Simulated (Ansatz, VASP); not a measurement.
Sr: VASP beside Ansatz

File INCAR:

```
SYSTEM = Sr
ALGO     = Normal         ! electronic algorithm
EDIFF    = 1E-6           ! SCF threshold, eV
ENCUT    = 520            ! plane-wave cutoff, eV
GGA      = PS             ! functional
ISIF     = 2              ! what is computed and relaxed
ISMEAR   = 0              ! smearing method
LASPH    = .True.         ! aspherical terms in the spheres
LCHARG   = .True.         ! write CHGCAR
LELF     = .True.         ! ELF
LREAL    = .False.        ! projectors in reciprocal space
LVHAR    = .True.       
LWAVE    = .False.        ! write WAVECAR
NBANDS   = 11             ! bands
NELM     = 60             ! most SCF steps
PREC     = Accurate       ! precision mode
SIGMA    = 0.03           ! smearing width, eV
```

KPOINTS

```
k-points
0
Gamma
  10 10 10
  0 0 0
```

File POSCAR:

```
Sr
1.0
   -0.1454526506      2.9713898616      2.9713898616
    2.9713898616     -0.1454526506      2.9713898616
    2.9713898616      2.9713898616     -0.1454526506
Sr
1
Direct
    0.0000000000      0.0000000000      0.0000000000
```

Input for Ansatz:

```yaml
crystal:
  lattice:
    - [-0.1454526506, 2.9713898616, 2.9713898616]
    - [2.9713898616, -0.1454526506, 2.9713898616]
    - [2.9713898616, 2.9713898616, -0.1454526506]
  atoms:
    - { symbol: Sr, position: [0.0, 0.0, 0.0] }
basis:
  ecutwfc: 420
kpoints:
  mp_grid: { grid: [10, 10, 10] }
hamiltonian:
  xc: pbesol
scf:
  occupations: { method: gaussian, width: 0.03 }
output:
  forces: true
  stress: true
  eigenvalues: true
```

Alike in both runs: task single point; functional PBEsol; k mesh 10 × 10 × 10; occupations gaussian, width 0.03 eV; no spin polarisation.

|  | VASP | Ansatz |
| --- | --- | --- |
| version | VASP 6.6.1 | Ansatz 0.2.0 |
| potentials or method | VASP PAW PBE potentials, release 64 (Sr_sv), cutoff 520 eV | scalar-relativistic, plane waves, PAW |
| valence electrons in the cell | 10 | 10 |

```csv
,VASP,Ansatz,Ansatz less VASP
gap on the k mesh at the Fermi level (eV),none,none,-
pressure (GPa),-0.8,-0.8,-0.01
"traceless stress, the component that is largest in VASP (GPa)",0.47,0.47,-0.002
```

VASP's potentials were made for PBE, not for PBEsol. A gap of «none» marks a metal or a gap that the smearing closes.
